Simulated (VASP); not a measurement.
A run of VASP 6.6.1 is set up as follows.

Contents of INCAR:

```
SYSTEM = Sc
PREC = Accurate ; ENCUT = 520
EDIFF = 1E-6 ; ISMEAR = 0
SIGMA = 0.05 ; LREAL = .False.
LASPH = .True. ; NELM = 80
ALGO = Normal ; ISIF = 2
LWAVE = .False. ; LCHARG = .False.
GGA = CA ; NBANDS = 18
```

The input KPOINTS:

```
regular mesh
0
Gamma
  9 9 5
  0 0 0
```

The input POSCAR:

```
Sc
1.0
    3.3090000000      0.0000000000      0.0000000000
   -1.6545000000      2.8656780611      0.0000000000
    0.0000000000      0.0000000000      5.2733000000
Sc
2
Direct
    0.6666666667      0.3333333333      0.7500000000
    0.3333333333      0.6666666667      0.2500000000
```

Potentials or basis: VASP PAW LDA potentials, release 64 (Sc_sv).

Run with:

```bash
$ cat potpaw_LDA.64/Sc_sv/POTCAR > POTCAR
$ mpirun -np 1 vasp_std > vasp.out
```

Q: Estimate the band gap on the k mesh.

A: Zero (band 11 reaches 4.03 eV, above the bottom of band 12 at 2.91 eV).

Q: What does it give for the pressure?

A: -5.3 GPa.

Stress tensor (GPa, compression positive):
```
-4.72  0.00  0.00
 0.00 -4.72  0.00
 0.00  0.00 -6.49
```
